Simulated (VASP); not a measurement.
**Pd: single point with LDA**

Crystal: Pd.

```xyz
1
Lattice="1.5160 1.5160 1.5160 -1.5160 1.5160 1.5160 -1.5160 -1.5160 1.5160" Properties=species:S:1:pos:R:3 pbc="T T T"
Pd    0.0000    0.0000    0.0000
```

```json
{"Program": "VASP 6.6.1", "Task": "single point", "Functional": "LDA", "Potentials or basis": "VASP PAW LDA potentials, release 64 (Pd)", "Cutoff": "500 eV", "k mesh": "10 × 10 × 10", "Occupations": "fermi-dirac, width 0.05 eV", "Spin": "no spin polarisation", "Dipole correction": "no", "Further INCAR settings": "ALGO = Normal; EDIFF = 1e-06; NBANDS = 11"}
```

```
Pressure               : 5.3 GPa
Band gap on the k mesh : zero (band 5 reaches 11.26 eV, above the bottom of band 6 at 9.52 eV)
```

Levels at points of the mesh, in eV from the Fermi level:
| k point | band 3 | band 4 | band 5 | band 6 | band 7 | band 8 |
| --- | --- | --- | --- | --- | --- | --- |
| (0.00, 0.00, 0.00) | -3.27 | -3.27 | -1.04 | -1.04 | 19.43 | 19.43 |
| (0.50, 0.00, 0.00) | -1.13 | -0.76 | 0.68 | 1.24 | 8.41 | 15.22 |
| (0.50, 0.50, 0.50) | 0.25 | 0.25 | 0.25 | 9.35 | 9.35 | 9.35 |

It took 7.5 s on 1 thread of AMD EPYC 9R45 (Zen 5) (shared host), peak memory 0.09 GiB.
